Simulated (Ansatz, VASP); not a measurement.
Al in VASP and in Ansatz

File INCAR:

```
  PREC = Accurate
  ENCUT = 520
  EDIFF = 1E-6
  ISMEAR = -1
  SIGMA = 0.08
  LREAL = False
  LASPH = True
  NELM = 60
  ALGO = Normal
  ISIF = 2
  LWAVE = False
  LCHARG = True
  LDIPOL = True
  IDIPOL = 3
  DIPOL = 0.5 0.5 0.500
  GGA = CA
  LELF = True
  LVHAR = True
  LVACPOTAV = True
  NBANDS = 16
```

Contents of KPOINTS:

```
Automatic mesh
0
Gamma
  14 10 1
```

File POSCAR:

```
Al
1.0
    2.8165331402      0.0000000000      0.0000000000
    0.0000000000      3.9831793658      0.0000000000
    0.0000000000      0.0000000000     27.4775000000
Al
5
Direct
    0.0000000000      0.0000000000      0.4003275139
    0.5000000000      0.5000000000      0.4487485105
    0.0000000000      0.0000000000      0.5000000000
    0.5000000000      0.5000000000      0.5512514894
    0.0000000000      0.0000000000      0.5996724861
```

Input for Ansatz:

```yaml
crystal:
  lattice:
    - [2.8165331402, 0.0, 0.0]
    - [0.0, 3.9831793658, 0.0]
    - [0.0, 0.0, 27.4775]
  atoms:
    - { symbol: Al, position: [0.0, 0.0, 0.4003275139] }
    - { symbol: Al, position: [0.5, 0.5, 0.4487485105] }
    - { symbol: Al, position: [0.0, 0.0, 0.5] }
    - { symbol: Al, position: [0.5, 0.5, 0.5512514894] }
    - { symbol: Al, position: [0.0, 0.0, 0.5996724861] }
kpoints:
  mp_grid: { grid: [14, 10, 1] }
scf:
  occupations: { method: fermi_dirac, width: 0.08 }
hamiltonian:
  xc: lda
  pseudopotentials: { kind: all_electron, lapw: { basis_error: 0.001 } }
output:
  forces: true
  stress: true
  eigenvalues: true
efield:
  axis: 3
  amplitude: 0
  dipole_correction: true
```

Alike in both runs: task single point; functional LDA; k mesh 14 × 10 × 1; occupations fermi-dirac, width 0.08 eV; no spin polarisation.

|  | VASP | Ansatz |
| --- | --- | --- |
| version | VASP 6.6.1 | Ansatz 0.2.0 |
| potentials or method | VASP PAW LDA potentials, release 64 (Al), cutoff 520 eV | all-electron LAPW, scalar-relativistic |

|  | VASP | Ansatz | Ansatz less VASP |
| --- | --- | --- | --- |
| rms of the force components (eV/Å) | 0.003 | 0.001 | -0.0024 |

LDA's correlation is that of Perdew and Zunger in VASP and of Perdew and Wang (1992) in Ansatz. Atom by atom the forces differ by 0.002 eV/Å (rms over components). Ansatz ran all-electron here, and VASP with PAW potentials.
